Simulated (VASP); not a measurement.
# NdPbI4 (F-43m) in VASP: notebook, part 2 of 2

VASP 6.6.1.

**3. Single point, PBE**

This run uses another cell than the first one, of 37.73 Å³/atom.

The input, INCAR:

```
SYSTEM = NdPbI4
  PREC = Accurate
  ENCUT = 500
  EDIFF = 1E-6
  ISMEAR = 0
  SIGMA = 0.1
  LREAL = .FALSE.
  LASPH = .TRUE.
  NELM = 200
  ALGO = Normal
  ISIF = 2
  LWAVE = .FALSE.
  LCHARG = .FALSE.
  GGA = PE
  NBANDS = 36
  GGA_COMPAT = .FALSE.
  LMAXMIX = 6
```

The input, KPOINTS:

```
Automatic mesh
0
G
  8 8 8
  0 0 0
```

The input, POSCAR:

```
NdPbI4
1.0
    0.0000000000      4.8373867955      4.8373867955
    4.8373867955      0.0000000000      4.8373867955
    4.8373867955      4.8373867955      0.0000000000
Nd Pb I
1 1 4
Direct
    0.7500000000      0.7500000000      0.7500000000
    0.0000000000      0.0000000000      0.0000000000
    0.8743529834      0.3752156722      0.3752156722
    0.3752156722      0.3752156722      0.3752156722
    0.3752156722      0.8743529834      0.3752156722
    0.3752156722      0.3752156722      0.8743529834
```

Potentials or basis: VASP PAW PBE potentials, release 64 (Nd_3, Pb_d, I), 4f in core.

The run is started by

```bash
$ cat potpaw_PBE.64/Nd_3/POTCAR potpaw_PBE.64/Pb_d/POTCAR potpaw_PBE.64/I/POTCAR > POTCAR
$ mpirun -np 1 vasp_std > vasp.out
```

OUTCAR:

```text
SYSTEM = NdPbI4
   PREC = Accurate
   ENCUT = 500
   EDIFF = 1E-6
   ISMEAR = 0
   LREAL = .FALSE.
   LASPH = .TRUE.
   NELM = 200
   ISIF = 2
   GGA = PE

 ion  position               nearest neighbor table
   1  0.750  0.750  0.750-
   2  0.000  0.000  0.000-
   3  0.874  0.375  0.375-   4 3.41   5 3.41   6 3.41   4 3.43   6 3.43   5 3.43
   4  0.375  0.375  0.375-   3 3.41   5 3.41   6 3.41   6 3.43   5 3.43   3 3.43
   5  0.375  0.874  0.375-   3 3.41   4 3.41   6 3.41   6 3.43   4 3.43   3 3.43
   6  0.375  0.375  0.874-   3 3.41   4 3.41   5 3.41   4 3.43   5 3.43   3 3.43

  LATTYP: Found a face centered cubic cell.
 ALAT       =     9.6747735910

  Lattice vectors:

 A1 = (   0.0000000000,   4.8373867955,   4.8373867955)
 A2 = (   4.8373867955,   0.0000000000,   4.8373867955)
 A3 = (   4.8373867955,   4.8373867955,   0.0000000000)

Analysis of symmetry for initial positions (statically):
=====================================================================
 Subroutine PRICEL returns:
 Original cell was already a primitive cell.

 Routine SETGRP: Setting up the symmetry group for a
 face centered cubic supercell.

 Subroutine GETGRP returns: Found 24 space group operations
 (whereof 24 operations were pure point group operations)
 out of a pool of 48 trial point group operations.

The static configuration has the point symmetry T_d .

Analysis of symmetry for dynamics (positions and initial velocities):
=====================================================================
 Subroutine PRICEL returns:
 Original cell was already a primitive cell.

 Routine SETGRP: Setting up the symmetry group for a
 face centered cubic supercell.

 Subroutine GETGRP returns: Found 24 space group operations
 (whereof 24 operations were pure point group operations)
[... 124 lines left out ...]
   EFERMI =   0.00;   METHOD = LEGACY
   ISMEAR =     0;   SIGMA  =   0.10  broadening in eV -4-tet -1-fermi 0-gaus
   EFERMI_NEDOS =   21; number of points for ismear=-14 and -15
   IALGO  =     38    algorithm
   IMIX   =      4    mixing-type and parameters
     AMIX     =   0.40;   BMIX     =  1.00
     AMIX_MAG =   1.60;   BMIX_MAG =  1.00
  volume/ion in A,a.u.               =      37.73       254.63
  Fermi-wavevector in a.u.,A,eV,Ry     =   1.008972  1.906681 13.851076  1.018025
  Thomas-Fermi vector in A             =   2.141872
   LORBIT       =      0    0 simple, 1 ext, 2 COOP (PROOUT), +10 PAW based schemes
   GGA     = PE    functional components
   LHFCALC =     F    Hartree Fock is set to
   AEXX    =    0.0000 exact exchange contribution
   IVDW    =     0    specifies the selected vdW correction
   LEPSILON=     F    determine dielectric tensor
   LRPA    =     F    only Hartree local field effects (RPA)
 non-spin polarized calculation
 Gauss-broadening in eV      SIGMA  =   0.10
  energy-cutoff  :      500.00
  volume of cell :      226.39
 maximum number of plane-waves:      5781
 NGX is ok and might be reduce to    50
   NGX = 25   NGY = 25   NGZ = 25

 number of electron      52.9999999 magnetization

 Free energy of the ion-electron system (eV)
  ---------------------------------------------------
  ext. energy  EPLUGINS =         0.00000000
  ---------------------------------------------------
  free energy    TOTEN  =       -13.01858636 eV

  energy without entropy =      -12.96492542  energy(sigma->0) =      -12.99175589

 E-fermi :   4.8094     XC(G=0):  -8.9142

 val. band max:        4.8055923514   @ k =   0.1250   0.1250   0.0000
 cond. band min:       4.8097674648   @ k =  -0.2500   0.2500   0.0000
 fundamental gap:      0.0041751135
 Fermi energy:         4.8093737219

 k-point     1 :       0.0000    0.0000    0.0000
  band No.  band energies     occupation
      1     -35.3627      2.00000
      2     -16.3096      2.00000
      3     -16.3096      2.00000
      4     -16.3096      2.00000
      5     -12.4315      2.00000
      6     -12.4315      2.00000
[... 925 lines left out ...]
     35       7.0973      0.00000
     36       9.6666      0.00000

 [... further k-points ...]
[... 5 lines left out ...]
  --------------------------------------------------------------------------------------
  -------------------------------------------------------------------------------------
  Total        0.0035104      0.0035104      0.0035104      0.0000000      0.0000000      0.0000000
  in kB        0.0248427      0.0248427      0.0248427      0.0000000      0.0000000      0.0000000
  external PRESSURE =       0.0248427 kB  Pullay stress =       0.0000000 kB

 VOLUME and BASIS-vectors are now :
 -----------------------------------------------------------------------------
  energy-cutoff  :      500.00
  volume of cell :      226.39
      direct lattice vectors                 reciprocal lattice vectors
     0.000000000  4.837386795  4.837386795    -0.103361592  0.103361592  0.103361592
     4.837386795  0.000000000  4.837386795     0.103361592 -0.103361592  0.103361592
     4.837386795  4.837386795  0.000000000     0.103361592  0.103361592 -0.103361592

 POSITION                                       TOTAL-FORCE (eV/Angst)
 -----------------------------------------------------------------------------------
      7.25608      7.25608      7.25608        -0.000000     -0.000000     -0.000000
      0.00000      0.00000      0.00000        -0.000000     -0.000000     -0.000000
      3.63013      6.04465      6.04465         0.008044     -0.008044     -0.008044
      3.63013      3.63013      3.63013         0.008044      0.008044      0.008044
      6.04465      3.63013      6.04465        -0.008044      0.008044     -0.008044
      6.04465      6.04465      3.63013        -0.008044     -0.008044      0.008044
 -----------------------------------------------------------------------------------
    total drift:                               -0.000000     -0.000000     -0.000000

  FREE ENERGIE OF THE ION-ELECTRON SYSTEM (eV)
  ---------------------------------------------------
  free  energy   TOTEN  =       -13.0185863551 eV

  energy  without entropy=      -12.9649254168  energy(sigma->0) =      -12.99175589
```

OSZICAR:

```text
N       E                     dE             d eps       ncg     rms          rms(c)
DAV:   1     0.432934029315E+03    0.43293E+03   -0.21192E+04  2088   0.125E+03
DAV:   2     0.329115291788E+02   -0.40002E+03   -0.38538E+03  2380   0.308E+02
DAV:   3    -0.117826493270E+02   -0.44694E+02   -0.43391E+02  3176   0.103E+02
DAV:   4    -0.141164168616E+02   -0.23338E+01   -0.23002E+01  2980   0.211E+01
DAV:   5    -0.142116407589E+02   -0.95224E-01   -0.94684E-01  2984   0.422E+00    0.112E+01
DAV:   6    -0.133486008727E+02    0.86304E+00   -0.12862E+01  2180   0.605E+00    0.760E+00
DAV:   7    -0.130561930175E+02    0.29241E+00   -0.32216E+00  2548   0.335E+00    0.453E+00
DAV:   8    -0.130394115654E+02    0.16781E-01   -0.64693E-01  2328   0.170E+00    0.101E+00
DAV:   9    -0.130190413235E+02    0.20370E-01   -0.93533E-02  2752   0.659E-01    0.485E-01
DAV:  10    -0.130186009325E+02    0.44039E-03   -0.39816E-03  2576   0.215E-01    0.359E-01
DAV:  11    -0.130194404158E+02   -0.83948E-03   -0.13898E-03  2284   0.110E-01    0.135E-01
DAV:  12    -0.130185836460E+02    0.85677E-03   -0.50406E-03  2204   0.104E-01    0.309E-02
DAV:  13    -0.130185862342E+02   -0.25882E-05   -0.10607E-04  2684   0.380E-02    0.211E-02
DAV:  14    -0.130185863551E+02   -0.12086E-06   -0.43337E-06  2424   0.974E-03
   1 F= -.13018586E+02 E0= -.12991756E+02  d E =-.536609E-01
```

stdout:

```text
POSCAR found type information on POSCAR NdPbI
 POSCAR found :  3 types and       6 ions
 scaLAPACK will be used
 LDA part: xc-table for (Slater+PW92), standard interpolation
 POSCAR, INCAR and KPOINTS ok, starting setup
 FFT: planning ... GRIDC
 FFT: planning ... GRID_SOFT
 FFT: planning ... GRID
 WAVECAR not read
 entering main loop
```

It took 2.5 min on 1 thread of Intel Xeon 6975P-C (Granite Rapids), shared host; peak memory 0.49 GiB.

What came out:

```yaml
Free_energy: -13.0186 eV
Pressure: 0.0 GPa
Largest_force: 0.014 eV/Å
Band_gap_on_the_k_mesh: zero (an odd number of electrons rules out a gap without spin polarisation)
```

Forces in eV/Å, atoms in the order of the input:
```
Nd   0.000  0.000  0.000
Pb   0.000  0.000  0.000
I    0.008 -0.008 -0.008
I    0.008  0.008  0.008
I   -0.008  0.008 -0.008
I   -0.008 -0.008  0.008
```

Levels at points of the mesh, in eV from the Fermi level:
```
           k point  band 25  band 26  band 27  band 28  band 29  band 30
(0.00, 0.00, 0.00)    -0.35    -0.35     0.53     0.53     0.53     0.75
(0.50, 0.00, 0.00)    -0.14     0.12     0.12     0.44     0.44     0.84
(0.50, 0.50, 0.00)    -0.05    -0.05     0.12     0.19     0.19     1.07
```

Caveat: spin-orbit coupling is left out, which moves the levels of the heavy elements; the 4f electrons are frozen in the core, so they carry no moment and show no levels; an odd number of electrons without spin polarisation forces a metal; a magnetic or distorted state may lie lower; the run has no spin polarisation, though such a crystal can be magnetic.

**4. Relaxation of cell and atoms, PBE**

The input, INCAR:

```
SYSTEM = NdPbI4
ALGO = Normal
EDIFF = 1E-7
EDIFFG = -0.01
ENCUT = 500
GGA = PE
GGA_COMPAT = .FALSE.
IBRION = 2
ISIF = 3
ISMEAR = 0
LASPH = .TRUE.
LCHARG = .FALSE.
LMAXMIX = 6
LREAL = .FALSE.
LWAVE = .FALSE.
NELM = 200
NELMIN = 4
NSW = 100
PREC = Accurate
SIGMA = 0.1
```

The input, KPOINTS:

```
k-points
0
G
  8 8 8
  0 0 0
```

The input, POSCAR:

```
NdPbI4
1.0
    0.0000000000      4.7623876300      4.7623876300
    4.7623876300      0.0000000000      4.7623876300
    4.7623876300      4.7623876300      0.0000000000
Nd Pb I
1 1 4
Direct
    0.7500000000      0.7500000000      0.7500000000
    0.0000000000      0.0000000000      0.0000000000
    0.8715489800      0.3761503400      0.3761503400
    0.3761503400      0.3761503400      0.3761503400
    0.3761503400      0.8715489800      0.3761503400
    0.3761503400      0.3761503400      0.8715489800
```

The run is started by

```bash
$ cat potpaw_PBE.64/Nd_3/POTCAR potpaw_PBE.64/Pb_d/POTCAR potpaw_PBE.64/I/POTCAR > POTCAR
$ mpirun -np 1 vasp_std > vasp.out
```

Wall time 12 min (1 thread of Intel Xeon 6975P-C (Granite Rapids), shared host); peak memory 0.5 GiB.

The run converged. Its results:

- Free energy: -13.0178 eV
- Relaxed volume: 37.71 Å³/atom
- Relaxed cell: a = 6.840 Å, b = 6.840 Å, c = 6.840 Å, α = 60.00°, β = 60.00°, γ = 60.00°
- Space group after relaxing (to 0.1 Å): F-43m (No. 216)
- Energy gained by relaxing: 7.5 meV/atom
- Ionic steps: 6
- Pressure after relaxing: 0.0 GPa
- Band gap on the k mesh: zero (an odd number of electrons rules out a gap without spin polarisation)

Forces in eV/Å, atoms in the order of the input:
```
Nd   0.000  0.000  0.000
Pb   0.000  0.000  0.000
I   -0.002  0.002  0.002
I   -0.002 -0.002 -0.002
I    0.002 -0.002  0.002
I    0.002  0.002 -0.002
```

The path:
| step | energy change (eV) | largest force (eV/Å) | pressure (GPa) | volume (Å³) |
| --- | --- | --- | --- | --- |
| 1 | 0.0000 | 0.2141 | 1.25 | 216.03 |
| 2 | -0.0436 | 0.0517 | 0.16 | 224.95 |
| 3 | -0.0447 | 0.0249 | -0.02 | 226.68 |
| 4 | -0.0446 | 0.0282 | 0.00 | 226.46 |
| 5 | -0.0447 | 0.0128 | 0.01 | 226.34 |
| 6 | -0.0448 | 0.0029 | 0.02 | 226.26 |

Final structure:
```
Nd Pb I
1.0
     0.00000    4.83642    4.83642
     4.83642    0.00000    4.83642
     4.83642    4.83642    0.00000
Nd Pb I
1 1 4
Direct
  0.75000 0.75000 0.75000
  0.00000 0.00000 0.00000
  0.87411 0.37530 0.37530
  0.37530 0.37530 0.37530
  0.37530 0.87411 0.37530
  0.37530 0.37530 0.87411
```

Levels at points of the mesh, in eV from the Fermi level:
| k point | band 25 | band 26 | band 27 | band 28 | band 29 | band 30 |
| --- | --- | --- | --- | --- | --- | --- |
| (0.00, 0.00, 0.00) | -0.36 | -0.36 | 0.53 | 0.53 | 0.53 | 0.75 |
| (0.50, 0.00, 0.00) | -0.14 | 0.12 | 0.12 | 0.44 | 0.44 | 0.84 |
| (0.50, 0.50, 0.00) | -0.05 | -0.05 | 0.12 | 0.19 | 0.19 | 1.07 |

Caveat: spin-orbit coupling is left out, which moves the levels of the heavy elements; the 4f electrons are frozen in the core, so they carry no moment and show no levels; an odd number of electrons without spin polarisation forces a metal; a magnetic or distorted state may lie lower; the run has no spin polarisation, though such a crystal can be magnetic.

**5. Overview**

```tsv
task	cell	k mesh	gap on the mesh (eV)	pressure (GPa)	largest force (eV/Å)
single point	a = 6.735 Å, angles 60.0°, 6 atoms, atomic positions A	4 × 4 × 4	none	1.1	0.23
single point	a = 6.841 Å, angles 60.0°, 6 atoms, atomic positions B	8 × 8 × 8	none	0.0	0.01
relaxation of cell and atoms	relaxed from a = 6.735 Å, angles 60.0°, 6 atoms, atomic positions A	8 × 8 × 8	none	0.0	-
```

Alike in all rows: level PBE; potentials or basis VASP PAW PBE potentials, release 64 (Nd_3, Pb_d, I), 4f in core; no spin polarisation; cutoff (eV) 500; smearing gaussian 0.1 eV.

Caveats: spin-orbit coupling is left out, which moves the levels of the heavy elements; the 4f electrons are frozen in the core, so they carry no moment and show no levels; an odd number of electrons without spin polarisation forces a metal; a magnetic or distorted state may lie lower; the run has no spin polarisation, though such a crystal can be magnetic.

Absolute energies hang on the potentials; compare differences alone.

The gap in the log of VASP goes by the Fermi energy; the results here count the filled bands.